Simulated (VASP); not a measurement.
# BaRe (Pm-3m) in VASP: further runs

BaRe is run at these levels: r2SCAN; tasks: single point.

Program: VASP 6.6.1. These are calculated values, not measurements. Logs are shortened: lines on timing, memory, paths and dates and some standing lists are left out, and cuts for length are marked.

### Step 1. The cell of the first run

Symmetry: Pm-3m, No. 221, cubic system. Conventional cell: a = 3.753 Å, b = 3.753 Å, c = 3.753 Å, α = 90.00°, β = 90.00°, γ = 90.00°. Ba (site symmetry m-3m) has 8 Re at 3.25 Å and 6 Ba at 3.75 Å within 4.3 Å. Within 4.3 Å of Re (site symmetry m-3m) lie 8 Ba at 3.25 Å and 6 Re at 3.75 Å.

### Step 2. Single point, r2SCAN (26.44 Å³/atom)

POSCAR

```
BaRe
1.0
    3.7533246390      0.0000000000      0.0000000000
    0.0000000000      3.7533246390      0.0000000000
    0.0000000000      0.0000000000      3.7533246390
Ba Re
1 1
Direct
    0.0000000000      0.0000000000      0.0000000000
    0.5000000000      0.5000000000      0.5000000000
```

INCAR.step1

```
PREC = Accurate
ENCUT = 520
ISMEAR = 0
SIGMA = 0.05
LREAL = False
LASPH = True
NELM = 60
NBANDS = 16
GGA = PE
ALGO = Normal
EDIFF = 1E-4
LWAVE = True
LCHARG = False
```

INCAR.step2

```
PREC = Accurate
ENCUT = 520
EDIFF = 1E-6
ISMEAR = 0
SIGMA = 0.05
LREAL = False
LASPH = True
NELM = 60
ALGO = Normal
ISIF = 2
LWAVE = False
LCHARG = False
METAGGA = R2SCAN
LMIXTAU = True
NBANDS = 16
ISTART = 1
```

KPOINTS

```
regular mesh
0
Gamma
  10 10 10
```

Potentials or basis: VASP PAW PBE potentials, release 64 (Ba_sv, Re).

Run with:

```sh
cat potpaw_PBE.64/Ba_sv/POTCAR potpaw_PBE.64/Re/POTCAR > POTCAR
cp INCAR.step1 INCAR
mpirun -np 1 vasp_std > vasp.out
cp INCAR.step2 INCAR
mpirun -np 1 vasp_std > vasp.out
```

OUTCAR:

```text
PREC = Accurate
   ENCUT = 520
   EDIFF = 1E-6
   ISMEAR = 0
   LREAL = False
   LASPH = True
   NELM = 60
   ISIF = 2
   METAGGA = R2SCAN
   ISTART = 1

 ion  position               nearest neighbor table
   1  0.000  0.000  0.000-   2 3.25   2 3.25   2 3.25   2 3.25   2 3.25   2 3.25   2 3.25   2 3.25

   2  0.500  0.500  0.500-   1 3.25   1 3.25   1 3.25   1 3.25   1 3.25   1 3.25   1 3.25   1 3.25

  LATTYP: Found a simple cubic cell.
 ALAT       =     3.7533246390

  Lattice vectors:

 A1 = (   3.7533246390,   0.0000000000,   0.0000000000)
 A2 = (   0.0000000000,   3.7533246390,   0.0000000000)
 A3 = (   0.0000000000,   0.0000000000,   3.7533246390)

Analysis of symmetry for initial positions (statically):
=====================================================================
 Subroutine PRICEL returns:
 Original cell was already a primitive cell.

 Routine SETGRP: Setting up the symmetry group for a
 simple cubic supercell.

 Subroutine GETGRP returns: Found 48 space group operations
 (whereof 48 operations were pure point group operations)
 out of a pool of 48 trial point group operations.

The static configuration has the point symmetry O_h .

Analysis of symmetry for dynamics (positions and initial velocities):
=====================================================================
 Subroutine PRICEL returns:
 Original cell was already a primitive cell.

 Routine SETGRP: Setting up the symmetry group for a
 simple cubic supercell.

 Subroutine GETGRP returns: Found 48 space group operations
 (whereof 48 operations were pure point group operations)
 out of a pool of 48 trial point group operations.

The dynamic configuration has the point symmetry O_h .

 Subroutine INISYM returns: Found 48 space group operations
 (whereof 48 operations are pure point group operations),
 and found     1 'primitive' translations

----------------------------------------------------------------------------------------

                                     Primitive cell

  volume of cell :      52.8748

  direct lattice vectors                    reciprocal lattice vectors
     3.753324639  0.000000000  0.000000000     0.266430457  0.000000000  0.000000000
     0.000000000  3.753324639  0.000000000     0.000000000  0.266430457  0.000000000
     0.000000000  0.000000000  3.753324639     0.000000000  0.000000000  0.266430457

  length of vectors
     3.753324639  3.753324639  3.753324639     0.266430457  0.266430457  0.266430457

[... 80 lines left out ...]
   EDIFF  = 0.1E-05   stopping-criterion for ELM
   LREAL  =      F    real-space projection
   EDIFFG = 0.1E-04   stopping-criterion for IOM
   NSW    =      0    number of steps for IOM
   IBRION =     -1    ionic relax: 0-MD 1-quasi-New 2-CG
   NFREE  =      0    steps in history (QN), initial steepest desc. (CG)
   ISIF   =      2    stress and relaxation
   ISYM   =      2    0-nonsym 1-usesym 2-fastsym
   POTIM  = 0.5000    time-step for ionic-motion
   TEBEG  =    0.0;   TEEND  =   0.0 temperature during run
   PSTRESS=    0.0 pullay stress
   NELECT =      17.0000    total number of electrons
   NUPDOWN=      -1.0000    fix difference up-down
   EMIN   =  10.00;   EMAX   =-10.00  energy-range for DOS
   EFERMI =   0.00;   METHOD = LEGACY
   ISMEAR =     0;   SIGMA  =   0.05  broadening in eV -4-tet -1-fermi 0-gaus
   EFERMI_NEDOS =   21; number of points for ismear=-14 and -15
   IALGO  =     38    algorithm
   IMIX   =      4    mixing-type and parameters
     AMIX     =   0.40;   BMIX     =  1.00
     AMIX_MAG =   1.60;   BMIX_MAG =  1.00
  volume/ion in A,a.u.               =      26.44       178.41
  Fermi-wavevector in a.u.,A,eV,Ry     =   1.121523  2.119372 17.113609  1.257815
  Thomas-Fermi vector in A             =   2.258177
   LORBIT       =      0    0 simple, 1 ext, 2 COOP (PROOUT), +10 PAW based schemes
   METAGGA = R2SCAN    functional components
   LHFCALC =     F    Hartree Fock is set to
   AEXX    =    0.0000 exact exchange contribution
   IVDW    =     0    specifies the selected vdW correction
   LEPSILON=     F    determine dielectric tensor
   LRPA    =     F    only Hartree local field effects (RPA)
 non-spin polarized calculation
 Gauss-broadening in eV      SIGMA  =   0.05
  energy-cutoff  :      520.00
  volume of cell :       52.87
 maximum number of plane-waves:      1452
 NGX is ok and might be reduce to    28
   NGX = 13   NGY = 13   NGZ = 13

 number of electron      16.9999999 magnetization

 Free energy of the ion-electron system (eV)
  ---------------------------------------------------
  ext. energy  EPLUGINS =         0.00000000
  ---------------------------------------------------
  free energy    TOTEN  =       -74.44268778 eV

  energy without entropy =      -74.43219299  energy(sigma->0) =      -74.43744038

 E-fermi :   3.6663     XC(G=0): -11.3477

 val. band max:        3.6618536319   @ k =   0.2000   0.0000   0.0000
 cond. band min:       3.6794493300   @ k =   0.5000   0.4000   0.4000
 fundamental gap:      0.0175956981
 Fermi energy:         3.6662918016

 k-point     1 :       0.0000    0.0000    0.0000
  band No.  band energies     occupation
      1     -23.9277      2.00000
      2      -8.3392      2.00000
      3      -8.3392      2.00000
      4      -8.3392      2.00000
      5      -0.7589      2.00000
      6       1.2803      2.00000
[... 433 lines left out ...]
      3      -8.4228      2.00000
      4      -8.4136      2.00000
      5       1.1661      2.00000
      6       1.9936      2.00000
[... 8 lines left out ...]
     15      10.9910      0.00000
     16      12.5525      0.00000

 [... further k-points ...]

------------------------ aborting loop because EDIFF is reached ----------------------------------------

  FORCE on cell =-STRESS in cart. coord.  units (eV):
  Direction    XX          YY          ZZ          XY          YZ          ZX
  --------------------------------------------------------------------------------------
  -------------------------------------------------------------------------------------
  Total       -0.0386878     -0.0386878     -0.0386878     -0.0000000      0.0000000     -0.0000000
  in kB       -1.1722936     -1.1722936     -1.1722936     -0.0000000      0.0000000     -0.0000000
  external PRESSURE =      -1.1722936 kB  Pullay stress =       0.0000000 kB

 VOLUME and BASIS-vectors are now :
 -----------------------------------------------------------------------------
  energy-cutoff  :      520.00
  volume of cell :       52.87
      direct lattice vectors                 reciprocal lattice vectors
     3.753324639  0.000000000  0.000000000     0.266430457  0.000000000  0.000000000
     0.000000000  3.753324639  0.000000000     0.000000000  0.266430457  0.000000000
     0.000000000  0.000000000  3.753324639     0.000000000  0.000000000  0.266430457

 POSITION                                       TOTAL-FORCE (eV/Angst)
 -----------------------------------------------------------------------------------
      0.00000      0.00000      0.00000         0.000000      0.000000      0.000000
      1.87666      1.87666      1.87666         0.000000      0.000000      0.000000
 -----------------------------------------------------------------------------------
    total drift:                                0.000000      0.000000      0.000000

  FREE ENERGIE OF THE ION-ELECTRON SYSTEM (eV)
  ---------------------------------------------------
  free  energy   TOTEN  =       -74.4426877789 eV

  energy  without entropy=      -74.4321929852  energy(sigma->0) =      -74.43744038
```

OSZICAR.step1:

```text
N       E                     dE             d eps       ncg     rms          rms(c)
DAV:   1     0.708094764865E+02    0.70809E+02   -0.75478E+03  2688   0.105E+03
DAV:   2    -0.772399120380E+01   -0.78533E+02   -0.71987E+02  2920   0.236E+02
DAV:   3    -0.112002444655E+02   -0.34763E+01   -0.33911E+01  2888   0.508E+01
DAV:   4    -0.112728830599E+02   -0.72639E-01   -0.72368E-01  2136   0.498E+00
DAV:   5    -0.112808323968E+02   -0.79493E-02   -0.79470E-02  3136   0.129E+00    0.156E+01
DAV:   6    -0.103607341586E+02    0.92010E+00   -0.45157E+00  3096   0.386E+01    0.378E+00
DAV:   7    -0.101755592406E+02    0.18517E+00   -0.57415E-01  3000   0.139E+01    0.355E+00
DAV:   8    -0.101589435186E+02    0.16616E-01   -0.90831E-02  2960   0.269E+00    0.525E-01
DAV:   9    -0.101574931190E+02    0.14504E-02   -0.47573E-03  2648   0.650E-01    0.164E-01
DAV:  10    -0.101576521849E+02   -0.15907E-03   -0.66732E-04  2800   0.179E-01    0.518E-02
DAV:  11    -0.101576357949E+02    0.16390E-04   -0.30415E-05  1256   0.675E-02
   1 F= -.10157636E+02 E0= -.10152077E+02  d E =-.111176E-01
```

It took 83 s on 1 thread of Intel Xeon Platinum 8488C (Sapphire Rapids), shared host; peak memory 0.2 GiB.

What came out:

* Free energy: -74.4427 eV
* Pressure: -0.1 GPa
* Band gap on the k mesh: zero (an odd number of electrons rules out a gap without spin polarisation)

Levels at points of the mesh, in eV from the Fermi level:
```csv
k point,band 5,band 6,band 7,band 8,band 9,band 10,band 11,band 12
"(0.00, 0.00, 0.00)",-4.43,-2.39,-2.39,-0.01,-0.01,-0.01,4.53,4.53
"(0.50, 0.00, 0.00)",-1.44,-1.22,-0.25,0.12,0.12,0.33,1.55,2.24
"(0.50, 0.50, 0.00)",-3.53,-1.70,-1.08,-1.08,1.30,1.35,3.78,3.78
"(0.50, 0.50, 0.50)",-0.15,-0.15,-0.15,0.05,0.05,0.05,1.41,1.41
```

Caveat: the PAW data sets were made with another functional, which shifts forces and pressure a little; spin-orbit coupling is left out, which moves the levels of the heavy elements.

### Step 3. Single point, r2SCAN (27.20 Å³/atom)

This run uses another cell than the first one, of 27.20 Å³/atom.

POSCAR

```
BaRe
1.0
    3.7890727395      0.0000000000      0.0000000000
    0.0000000000      3.7890727395      0.0000000000
    0.0000000000      0.0000000000      3.7890727395
Ba Re
1 1
Direct
    0.0000000000      0.0000000000      0.0000000000
    0.5000000000      0.5000000000      0.5000000000
```

INCAR.step1

```
SYSTEM = BaRe
  PREC = Accurate
  ENCUT = 520
  ISMEAR = 0
  SIGMA = 0.05
  LREAL = .False.
  LASPH = .True.
  NELM = 60
  NBANDS = 16
  GGA = PE
  ALGO = Normal
  EDIFF = 1E-4
  LWAVE = .True.
  LCHARG = .False.
```

INCAR.step2

```
SYSTEM = BaRe
  PREC = Accurate
  ENCUT = 520
  EDIFF = 1E-6
  ISMEAR = 0
  SIGMA = 0.05
  LREAL = .False.
  LASPH = .True.
  NELM = 60
  ALGO = Normal
  ISIF = 2
  LWAVE = .False.
  LCHARG = .True.
  METAGGA = R2SCAN
  LMIXTAU = .True.
  LELF = .True.
  LVHAR = .True.
  NBANDS = 16
  ISTART = 1
```

KPOINTS

```
Automatic mesh
0
Gamma
  10 10 10
  0 0 0
```

Potentials or basis: VASP PAW PBE potentials, release 64 (Ba_sv, Re).

Run with:

```sh
cat potpaw_PBE.64/Ba_sv/POTCAR potpaw_PBE.64/Re/POTCAR > POTCAR
cp INCAR.step1 INCAR
mpirun -np 1 vasp_std > vasp.out
cp INCAR.step2 INCAR
mpirun -np 1 vasp_std > vasp.out
```

Run time: 84 s. Hardware: 1 thread of Intel Xeon Platinum 8488C (Sapphire Rapids), shared host; peak memory 0.2 GiB.

Results (log left out):

* Free energy: -74.4359 eV
* Pressure: -1.3 GPa
* Band gap on the k mesh: zero (an odd number of electrons rules out a gap without spin polarisation)

Levels at points of the mesh, in eV from the Fermi level:
```tsv
k point	band 6	band 7	band 8	band 9	band 10	band 11
(0.00, 0.00, 0.00)	-2.25	-2.25	0.01	0.01	0.01	4.47
(0.50, 0.00, 0.00)	-1.30	-0.26	0.12	0.12	0.34	1.49
(0.50, 0.50, 0.00)	-1.63	-1.01	-1.01	1.27	1.33	3.64
(0.50, 0.50, 0.50)	-0.09	-0.09	0.01	0.01	0.01	1.39
```

Caveat: the PAW data sets were made with another functional, which shifts forces and pressure a little; spin-orbit coupling is left out, which moves the levels of the heavy elements.
